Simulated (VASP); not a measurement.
A run of VASP 6.6.1:

The input INCAR:

```
PREC     = Accurate       # precision mode
ENCUT    = 520            # plane-wave cutoff, eV
EDIFF    = 1E-7           # SCF threshold, eV
ISMEAR   = -1             # smearing method
SIGMA    = 0.02           # smearing width, eV
LREAL    = Auto         
LASPH    = T              # aspherical terms in the spheres
NELM     = 150            # most SCF steps
ALGO     = Normal         # electronic algorithm
ISIF     = 2              # what is computed and relaxed
LWAVE    = F              # write WAVECAR
LCHARG   = F              # write CHGCAR
ISPIN    = 2              # spin polarisation
MAGMOM   = 0 0 0 0 0 0 0 0 0 0 0 0 0 0 0 0 0 0 0.08 0.13 0 0 0.08 0 0.08 0 0 0 0 0 0 0 0 0 0 0 1.28 # initial moments
LORBIT   = 11             # projections on sites
GGA      = PS             # functional
NBANDS   = 102            # bands
```

File KPOINTS:

```
Automatic mesh
0
Gamma
  2 2 2
```

The input POSCAR:

```
B18N19
1.0
    7.4947200000      0.0000000000      0.0000000000
   -3.7473600000      6.4906180000      0.0000000000
    0.0000000000      0.0000000000      6.6357000000
B N
18 19
Direct
    0.1177096752      0.2486820207      0.1556731016
    0.2380325389      0.1119153831      0.7586690176
    0.1187990403      0.5674035970      0.2144611721
    0.2292847711      0.4474150227      0.7633105776
    0.1186390795      0.8993442535      0.2746808927
    0.2380162318      0.7822213540      0.8345916783
    0.4373283004      0.2411172557      0.2248896122
    0.5654868403      0.1013154680      0.7924860979
    0.4481090102      0.5748451072      0.2477960125
    0.5794278129      0.4491559972      0.7845291378
    0.4369891294      0.9001300030      0.2740780927
    0.5592607140      0.7735318886      0.7825398978
    0.7785730348      0.2241543101      0.2351974924
    0.8999113034      0.1229620970      0.7363503474
    0.7773518589      0.5617646887      0.2693913227
    0.8856915727      0.4351357606      0.8065614781
    0.7887588168      0.8890062549      0.2637702126
    0.8897356109      0.7906951233      0.7878294679
    0.1354118665      0.2319963985      0.7643051976
    0.2315427421      0.1324527187      0.1982006420
    0.1195233185      0.5540150414      0.7957412180
    0.2350385111      0.4680756131      0.1845924318
    0.1225096161      0.9010544142      0.8077067981
    0.2154555971      0.7818515895      0.2284612023
    0.4621687418      0.2255255201      0.8260921983
    0.5446526544      0.1220376858      0.2742890727
    0.4480012865      0.5430607686      0.7423632774
    0.5561603206      0.4551646700      0.2385128924
    0.4555243969      0.8853240169      0.8209231882
    0.5604303329      0.7890003695      0.2864505629
    0.7854403314      0.2211037531      0.7549617975
    0.8843641027      0.1164449980      0.2018927920
    0.7947590918      0.5745369701      0.8133279081
    0.8855782442      0.4409133306      0.2111156321
    0.7829550271      0.8898074113      0.7543137875
    0.9010005055      0.7824832705      0.2858929729
    0.2231404547      0.0257448520      0.4848169748
```

Potentials or basis: VASP PAW PBE potentials, release 64 (B, N).

Command:

```bash
$ cat potpaw_PBE.64/B/POTCAR potpaw_PBE.64/N/POTCAR > POTCAR
$ mpirun -np 1 vasp_std > vasp.out
```

Hardware: 1 thread of Intel(R) Xeon(R) 6975P-C (Granite Rapids), on a shared host.

Task: How long does it take, and how much memory?

Result: It took 8.7 min on 1 thread of Intel(R) Xeon(R) 6975P-C (Granite Rapids), on a shared host, peak memory 0.69 GiB. Counts: scf iterations 19, k points 8.
